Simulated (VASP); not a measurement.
# Rb2Ru (Fd-3m) in VASP: further runs

Rb2Ru is run at these levels: PBE; tasks: single point, relaxation of cell and atoms.

All numbers are computed with VASP 6.6.1; they aren't measurements. Logs are shortened: lines on timing, memory, paths and dates and some standing lists are left out, and cuts for length are marked.

## Step 1: The cell of the first run

The structure is cubic, space group Fd-3m (No. 227). The conventional cell has a = 9.154 Å, b = 9.154 Å, c = 9.154 Å, α = 90.00°, β = 90.00°, γ = 90.00°. Rb (site symmetry -3m) has 6 Rb at 3.24 Å and 6 Ru at 3.79 Å within 4.3 Å. Ru (site symmetry -43m) has 12 Rb at 3.79 Å and 4 Ru at 3.96 Å within 5.0 Å.

## Step 2: Single point, PBE

File INCAR:

```
SYSTEM = Rb2Ru
PREC = Accurate
ENCUT = 520
EDIFF = 1E-7
ISMEAR = 0
SIGMA = 0.1
LREAL = .False.
LASPH = .True.
NELM = 80
ALGO = Fast
ISIF = 2
LWAVE = .False.
LCHARG = .False.
GGA = PE
NBANDS = 41
```

File KPOINTS:

```
Automatic mesh
0
Gamma
  4 4 4
  0 0 0
```

File POSCAR:

```
Rb2Ru
1.0
    0.0000000000      4.5769321470      4.5769321470
    4.5769321470      0.0000000000      4.5769321470
    4.5769321470      4.5769321470      0.0000000000
Rb Ru
4 2
Direct
    0.6250000000      0.6250000000      0.6250000000
    0.1250000000      0.6250000000      0.6250000000
    0.6250000000      0.6250000000      0.1250000000
    0.6250000000      0.1250000000      0.6250000000
    0.0000000000      0.0000000000      0.0000000000
    0.2500000000      0.2500000000      0.2500000000
```

Potentials or basis: VASP PAW PBE potentials, release 64 (Rb_sv, Ru_pv).

Started as:

```bash
cat potpaw_PBE.64/Rb_sv/POTCAR potpaw_PBE.64/Ru_pv/POTCAR > POTCAR
mpirun -np 1 vasp_std > vasp.out
```

OUTCAR:

```text
SYSTEM = Rb2Ru
   PREC = Accurate
   ENCUT = 520
   EDIFF = 1E-7
   ISMEAR = 0
   LREAL = .False.
   LASPH = .True.
   NELM = 80
   ISIF = 2
   GGA = PE

 ion  position               nearest neighbor table
   1  0.625  0.625  0.625-   2 3.24   3 3.24   4 3.24   3 3.24   4 3.24   2 3.24   6 3.79   5 3.79
                             6 3.79   5 3.79   6 3.79   5 3.79   3 5.61   3 5.61   3 5.61   3 5.61
   2  0.125  0.625  0.625-   1 3.24   3 3.24   4 3.24   1 3.24   3 3.24   4 3.24   6 3.79   5 3.79
                             5 3.79   6 3.79   5 3.79   6 3.79   4 5.61   4 5.61   4 5.61   4 5.61
   3  0.625  0.625  0.125-   1 3.24   1 3.24   2 3.24   4 3.24   4 3.24   2 3.24   6 3.79   5 3.79
                             6 3.79   5 3.79   6 3.79   5 3.79   1 5.61   1 5.61   1 5.61   1 5.61
   4  0.625  0.125  0.625-   1 3.24   3 3.24   1 3.24   2 3.24   3 3.24   2 3.24   6 3.79   5 3.79
                             6 3.79   5 3.79   6 3.79   5 3.79   2 5.61   2 5.61   2 5.61   2 5.61
   5  0.000  0.000  0.000-   1 3.79   2 3.79   3 3.79   4 3.79   2 3.79   3 3.79   1 3.79   2 3.79
                             4 3.79   3 3.79   4 3.79   1 3.79
   6  0.250  0.250  0.250-   2 3.79   3 3.79   4 3.79   1 3.79   2 3.79   4 3.79   1 3.79   2 3.79
                             3 3.79   1 3.79   3 3.79   4 3.79

  LATTYP: Found a face centered cubic cell.
 ALAT       =     9.1538642940

  Lattice vectors:

 A1 = (   0.0000000000,   4.5769321470,   4.5769321470)
 A2 = (   4.5769321470,   0.0000000000,   4.5769321470)
 A3 = (   4.5769321470,   4.5769321470,   0.0000000000)

Analysis of symmetry for initial positions (statically):
=====================================================================
 Subroutine PRICEL returns:
 Original cell was already a primitive cell.

 Routine SETGRP: Setting up the symmetry group for a
 face centered cubic supercell.

 Subroutine GETGRP returns: Found 48 space group operations
 (whereof 24 operations were pure point group operations)
 out of a pool of 48 trial point group operations.

The static configuration has the point symmetry T_d .
 The point group associated with its full space group is O_h .

Analysis of symmetry for dynamics (positions and initial velocities):
=====================================================================
 Subroutine PRICEL returns:
 Original cell was already a primitive cell.

 Routine SETGRP: Setting up the symmetry group for a
 face centered cubic supercell.

 Subroutine GETGRP returns: Found 48 space group operations
 (whereof 24 operations were pure point group operations)
 out of a pool of 48 trial point group operations.

The dynamic configuration has the point symmetry T_d .
 The point group associated with its full space group is O_h .

 Subroutine INISYM returns: Found 48 space group operations
 (whereof 24 operations are pure point group operations),
 and found     1 'primitive' translations

----------------------------------------------------------------------------------------

                                     Primitive cell

  volume of cell :     191.7580

  direct lattice vectors                    reciprocal lattice vectors
     0.000000000  4.576932147  4.576932147    -0.109243481  0.109243481  0.109243481
     4.576932147  0.000000000  4.576932147     0.109243481 -0.109243481  0.109243481
     4.576932147  4.576932147  0.000000000     0.109243481  0.109243481 -0.109243481

  length of vectors
     6.472759516  6.472759516  6.472759516     0.189215259  0.189215259  0.189215259

  position of ions in fractional coordinates (direct lattice)
     0.625000000  0.625000000  0.625000000
     0.125000000  0.625000000  0.625000000
     0.625000000  0.625000000  0.125000000
     0.625000000  0.125000000  0.625000000
     0.000000000  0.000000000  0.000000000
     0.250000000  0.250000000  0.250000000

  ion indices of the primitive-cell ions
   primitive index   ion index
                 1           1
                 2           2
                 3           3
                 4           4
                 5           5
                 6           6

----------------------------------------------------------------------------------------

 KPOINTS: Automatic mesh

Automatic generation of k-mesh.
 Grid dimensions read from file:
 generate k-points for:    4    4    4

 Generating k-lattice:

  Cartesian coordinates                     Fractional coordinates (reciprocal lattice)
    -0.027310870  0.027310870  0.027310870     0.250000000  0.000000000  0.000000000
     0.027310870 -0.027310870  0.027310870     0.000000000  0.250000000  0.000000000
     0.027310870  0.027310870 -0.027310870     0.000000000  0.000000000  0.250000000

  Length of vectors
     0.047303815  0.047303815  0.047303815

  Shift w.r.t. Gamma in fractional coordinates (k-lattice)
     0.000000000  0.000000000  0.000000000

 Subroutine IBZKPT returns following result:
 ===========================================

 Found      8 irreducible k-points:

 Following reciprocal coordinates:
            Coordinates               Weight
  0.000000  0.000000  0.000000      1.000000
  0.250000  0.000000  0.000000      8.000000
  0.500000  0.000000  0.000000      4.000000
  0.250000  0.250000  0.000000      6.000000
  0.500000  0.250000  0.000000     24.000000
 -0.250000  0.250000  0.000000     12.000000
  0.500000  0.500000  0.000000      3.000000
 -0.250000  0.500000  0.250000      6.000000
   k-points           NKPTS =      8   k-points in BZ     NKDIM =      8   number of bands    NBANDS=     41
   number of dos      NEDOS =    301   number of ions     NIONS =      6
   total plane-waves  NPLWV = 110592
   dimension x,y,z NGX =    48 NGY =   48 NGZ =   48
   dimension x,y,z NGXF=    96 NGYF=   96 NGZF=   96
   ions per type =               4   2
   NGX,Y,Z   is equivalent  to a cutoff of  12.33, 12.33, 12.33 a.u.
   NGXF,Y,Z  is equivalent  to a cutoff of  24.66, 24.66, 24.66 a.u.
 SYSTEM =  Rb2Ru
   PREC   = accura    normal or accurate (medium, high low for compatibility)
   ISTART =      0    job   : 0-new  1-cont  2-samecut
   ICHARG =      2    charge: 1-file 2-atom 10-const
   ISPIN  =      1    spin polarized calculation?
   LNONCOLLINEAR =      F non collinear calculations
   LSORBIT =      F    spin-orbit coupling
   LASPH  =      T    aspherical Exc in radial PAW
   ENCUT  =  520.0 eV  38.22 Ry    6.18 a.u.  12.04 12.04 12.04*2*pi/ulx,y,z
   NELM   =     80;   NELMIN=  2; NELMDL= -5     # of ELM steps
   EDIFF  = 0.1E-06   stopping-criterion for ELM
   LREAL  =      F    real-space projection
   EDIFFG = 0.1E-05   stopping-criterion for IOM
   NSW    =      0    number of steps for IOM
   IBRION =     -1    ionic relax: 0-MD 1-quasi-New 2-CG
   NFREE  =      0    steps in history (QN), initial steepest desc. (CG)
   ISIF   =      2    stress and relaxation
   ISYM   =      2    0-nonsym 1-usesym 2-fastsym
   POTIM  = 0.5000    time-step for ionic-motion
   TEBEG  =    0.0;   TEEND  =   0.0 temperature during run
   PSTRESS=    0.0 pullay stress
   NELECT =      64.0000    total number of electrons
   NUPDOWN=      -1.0000    fix difference up-down
   EMIN   =  10.00;   EMAX   =-10.00  energy-range for DOS
   EFERMI =   0.00;   METHOD = LEGACY
   ISMEAR =     0;   SIGMA  =   0.10  broadening in eV -4-tet -1-fermi 0-gaus
   EFERMI_NEDOS =   21; number of points for ismear=-14 and -15
   IALGO  =     68    algorithm
   IMIX   =      4    mixing-type and parameters
     AMIX     =   0.40;   BMIX     =  1.00
     AMIX_MAG =   1.60;   BMIX_MAG =  1.00
  volume/ion in A,a.u.               =      31.96       215.67
  Fermi-wavevector in a.u.,A,eV,Ry     =   1.135578  2.145931 17.545225  1.289538
  Thomas-Fermi vector in A             =   2.272283
   LORBIT       =      0    0 simple, 1 ext, 2 COOP (PROOUT), +10 PAW based schemes
   GGA     = PE    functional components
   LHFCALC =     F    Hartree Fock is set to
   AEXX    =    0.0000 exact exchange contribution
   IVDW    =     0    specifies the selected vdW correction
   LEPSILON=     F    determine dielectric tensor
   LRPA    =     F    only Hartree local field effects (RPA)
 non-spin polarized calculation
 RMM-DIIS sequential band-by-band and
 Gauss-broadening in eV      SIGMA  =   0.10
  energy-cutoff  :      520.00
  volume of cell :      191.76
 maximum number of plane-waves:      5190
   NGX = 25   NGY = 25   NGZ = 25

 number of electron      64.0000002 magnetization

 Free energy of the ion-electron system (eV)
  ---------------------------------------------------
  ext. energy  EPLUGINS =         0.00000000
  ---------------------------------------------------
  free energy    TOTEN  =       -10.48664809 eV

  energy without entropy =      -10.39397718  energy(sigma->0) =      -10.44031264

 E-fermi :   3.1095     XC(G=0):  -8.9169

 val. band max:        3.1092047992   @ k =   0.0000   0.0000   0.0000
 cond. band min:       3.1151724144   @ k =  -0.2500   0.2500   0.0000
 fundamental gap:      0.0059676152
 Fermi energy:         3.1095454795

 k-point     1 :       0.0000    0.0000    0.0000
  band No.  band energies     occupation
      1     -38.0525      2.00000
      2     -38.0525      2.00000
      3     -38.0525      2.00000
      4     -38.0492      2.00000
      5     -38.0492      2.00000
      6     -38.0492      2.00000
[... 33 lines left out ...]
     40       5.4288      0.00000
     41       5.4288      0.00000

 k-point     2 :       0.2500    0.0000    0.0000
  band No.  band energies     occupation
      1     -38.0526      2.00000
      2     -38.0526      2.00000
      3     -38.0523      2.00000
      4     -38.0494      2.00000
      5     -38.0491      2.00000
      6     -38.0491      2.00000
[... 253 lines left out ...]
     40       5.9784      0.00000
     41       6.0946      0.00000

 k-point     8 :      -0.2500    0.5000    0.2500
  band No.  band energies     occupation
      1     -38.0530      2.00000
      2     -38.0530      2.00000
      3     -38.0509      2.00000
      4     -38.0509      2.00000
      5     -38.0487      2.00000
      6     -38.0487      2.00000
[... 33 lines left out ...]
     40       5.6999      0.00000
     41       6.7983      0.00000

------------------------ aborting loop because EDIFF is reached ----------------------------------------

  FORCE on cell =-STRESS in cart. coord.  units (eV):
  Direction    XX          YY          ZZ          XY          YZ          ZX
  --------------------------------------------------------------------------------------
  -------------------------------------------------------------------------------------
  Total        1.3630387      1.3630387      1.3630387      0.0000000      0.0000000      0.0000000
  in kB       11.3884695     11.3884695     11.3884695      0.0000000      0.0000000      0.0000000
  external PRESSURE =      11.3884695 kB  Pullay stress =       0.0000000 kB

 VOLUME and BASIS-vectors are now :
 -----------------------------------------------------------------------------
  energy-cutoff  :      520.00
  volume of cell :      191.76
      direct lattice vectors                 reciprocal lattice vectors
     0.000000000  4.576932147  4.576932147    -0.109243481  0.109243481  0.109243481
     4.576932147  0.000000000  4.576932147     0.109243481 -0.109243481  0.109243481
     4.576932147  4.576932147  0.000000000     0.109243481  0.109243481 -0.109243481

 POSITION                                       TOTAL-FORCE (eV/Angst)
 -----------------------------------------------------------------------------------
      5.72117      5.72117      5.72117        -0.000000     -0.000000      0.000000
      5.72117      3.43270      3.43270        -0.000000     -0.000000     -0.000000
      3.43270      3.43270      5.72117        -0.000000     -0.000000      0.000000
      3.43270      5.72117      3.43270        -0.000000     -0.000000      0.000000
      0.00000      0.00000      0.00000         0.000000     -0.000000      0.000000
      2.28847      2.28847      2.28847        -0.000000      0.000000     -0.000000
 -----------------------------------------------------------------------------------
    total drift:                               -0.000000     -0.000000     -0.000000

  FREE ENERGIE OF THE ION-ELECTRON SYSTEM (eV)
  ---------------------------------------------------
  free  energy   TOTEN  =       -10.4866480935 eV

  energy  without entropy=      -10.3939771809  energy(sigma->0) =      -10.44031264
```

It took 1.8 min on 1 thread of AMD EPYC 9R45 (Zen 5), shared host; peak memory 0.31 GiB.

What came out:

```
Free energy            : -10.4866 eV
Pressure               : 1.1 GPa
Band gap on the k mesh : zero (bands 32 and 33 overlap by 0.14 eV)
```

Levels at points of the mesh, in eV from the Fermi level:
```
           k point  band 29  band 30  band 31  band 32  band 33  band 34  band 35  band 36
(0.00, 0.00, 0.00)    -0.42    -0.12    -0.12    -0.12     0.00     0.00     0.72     0.72
(0.50, 0.00, 0.00)    -0.51    -0.20    -0.20    -0.06    -0.06     0.20     0.70     1.76
(0.50, 0.50, 0.00)    -0.28    -0.28    -0.14    -0.14     0.13     0.13     1.43     1.43
```

## Step 3: Single point, PBE

This run uses another cell than the first one, of 34.83 Å³/atom.

File INCAR:

```
SYSTEM = Rb2Ru
PREC = Accurate
ENCUT = 520
EDIFF = 1E-7
ISMEAR = 0
SIGMA = 0.1
LREAL = .FALSE.
LASPH = .TRUE.
NELM = 60
ALGO = Fast
ISIF = 2
LWAVE = .FALSE.
LCHARG = .TRUE.
GGA = PE
LELF = .TRUE.
LVHAR = .TRUE.
NBANDS = 41
```

File KPOINTS:

```
regular mesh
0
G
  8 8 8
  0 0 0
```

Changes to POSCAR since step 2:

```diff
@@ -2,5 +2,5 @@
 1.0
-    0.0000000000      4.5769321470      4.5769321470
-    4.5769321470      0.0000000000      4.5769321470
-    4.5769321470      4.5769321470      0.0000000000
+    0.0000000000      4.7098540090      4.7098540090
+    4.7098540090      0.0000000000      4.7098540090
+    4.7098540090      4.7098540090      0.0000000000
 Rb Ru
```

Potentials or basis: VASP PAW PBE potentials, release 64 (Rb_sv, Ru_pv).

Started as:

```bash
cat potpaw_PBE.64/Rb_sv/POTCAR potpaw_PBE.64/Ru_pv/POTCAR > POTCAR
mpirun -np 1 vasp_std > vasp.out
```

It took 7.1 min on 1 thread of AMD EPYC 9R45 (Zen 5), shared host; peak memory 0.43 GiB.

The run converged. Its results:

- Free energy: -10.5520 eV
- Pressure: 0.1 GPa
- Band gap on the k mesh: zero (bands 32 and 33 overlap by 0.11 eV)

Levels at points of the mesh, in eV from the Fermi level:
```
           k point  band 28  band 29  band 30  band 31  band 32  band 33  band 34  band 35  band 36  band 37
(0.00, 0.00, 0.00)    -0.41    -0.33    -0.11    -0.11    -0.11     0.01     0.01     0.88     0.88     0.88
(0.50, 0.00, 0.00)    -0.44    -0.44    -0.15    -0.15    -0.05    -0.05     0.16     0.70     1.76     1.84
(0.50, 0.50, 0.00)    -0.52    -0.24    -0.24    -0.10    -0.10     0.11     0.11     1.32     1.32     1.85
```

## Step 4: Relaxation of cell and atoms, PBE

File INCAR:

```
SYSTEM = Rb2Ru
PREC = Accurate ; ENCUT = 600
EDIFF = 1E-6 ; ISMEAR = 0
SIGMA = 0.1 ; LREAL = .False.
LASPH = .True. ; NELM = 100
ALGO = Fast ; ISIF = 3
LWAVE = .False. ; LCHARG = .False.
GGA = PE ; IBRION = 2
NSW = 100 ; EDIFFG = -0.01
```

File KPOINTS:

```
regular mesh
0
Gamma
  8 8 8
  0 0 0
```

Changes to POSCAR since step 3:

```diff
@@ -2,5 +2,5 @@
 1.0
-    0.0000000000      4.7098540090      4.7098540090
-    4.7098540090      0.0000000000      4.7098540090
-    4.7098540090      4.7098540090      0.0000000000
+    0.0000000000      4.5769321470      4.5769321470
+    4.5769321470      0.0000000000      4.5769321470
+    4.5769321470      4.5769321470      0.0000000000
 Rb Ru
```

Started as:

```bash
cat potpaw_PBE.64/Rb_sv/POTCAR potpaw_PBE.64/Ru_pv/POTCAR > POTCAR
mpirun -np 1 vasp_std > vasp.out
```

Wall time 22 min (1 thread of AMD EPYC 9R45 (Zen 5), shared host); peak memory 0.52 GiB.

Results (log left out):

- Free energy: -10.5494 eV
- Relaxed volume: 35.10 Å³/atom
- Relaxed cell: a = 6.678 Å, b = 6.678 Å, c = 6.678 Å, α = 60.00°, β = 60.00°, γ = 60.00°
- Space group after relaxing (to 0.1 Å): Fd-3m (No. 227)
- Energy gained by relaxing: 10.1 meV/atom
- Ionic steps: 4
- Pressure after relaxing: 0.0 GPa
- Band gap on the k mesh: zero (bands 32 and 33 overlap by 0.11 eV)

The path:
```tsv
step	energy change (eV)	largest force (eV/Å)	pressure (GPa)	volume (Å³)
1	0.0000	0.0000	1.15	191.76
2	-0.0367	0.0000	0.68	198.21
3	-0.0556	0.0000	-0.27	216.06
4	-0.0606	0.0000	-0.04	210.61
```

Final structure:
```cif
data_structure
_symmetry_space_group_name_H-M 'P 1'
_symmetry_Int_Tables_number 1
_cell_length_a 6.6783
_cell_length_b 6.6783
_cell_length_c 6.6783
_cell_angle_alpha 60.000
_cell_angle_beta 60.000
_cell_angle_gamma 60.000
_cell_volume 210.61
loop_
_atom_site_label
_atom_site_type_symbol
_atom_site_fract_x
_atom_site_fract_y
_atom_site_fract_z
_atom_site_occupancy
Rb1 Rb 0.62500 0.62500 0.62500 1
Rb2 Rb 0.12500 0.62500 0.62500 1
Rb3 Rb 0.62500 0.62500 0.12500 1
Rb4 Rb 0.62500 0.12500 0.62500 1
Ru1 Ru 0.00000 0.00000 0.00000 1
Ru2 Ru 0.25000 0.25000 0.25000 1
```

Levels at points of the mesh, in eV from the Fermi level:
| k point | band 28 | band 29 | band 30 | band 31 | band 32 | band 33 | band 34 | band 35 | band 36 | band 37 |
| --- | --- | --- | --- | --- | --- | --- | --- | --- | --- | --- |
| (0.00, 0.00, 0.00) | -0.40 | -0.33 | -0.11 | -0.11 | -0.11 | 0.01 | 0.01 | 0.90 | 0.90 | 0.90 |
| (0.50, 0.00, 0.00) | -0.44 | -0.44 | -0.15 | -0.15 | -0.05 | -0.05 | 0.16 | 0.70 | 1.76 | 1.83 |
| (0.50, 0.50, 0.00) | -0.51 | -0.24 | -0.24 | -0.10 | -0.10 | 0.11 | 0.11 | 1.31 | 1.31 | 1.83 |

## Step 5: Overview

```csv
task,cell,k mesh,cutoff (eV),gap on the mesh (eV),pressure (GPa)
single point,"a = 6.473 Å, angles 60.0°, 6 atoms",4 × 4 × 4,520,none,1.1
single point,"a = 6.661 Å, angles 60.0°, 6 atoms",8 × 8 × 8,520,none,0.1
relaxation of cell and atoms,"relaxed from a = 6.473 Å, angles 60.0°, 6 atoms",8 × 8 × 8,600,none,0.0
```

Alike in all rows: level PBE; potentials or basis VASP PAW PBE potentials, release 64 (Rb_sv, Ru_pv); no spin polarisation; smearing gaussian 0.1 eV.

Absolute energies hang on the potentials; compare differences alone.
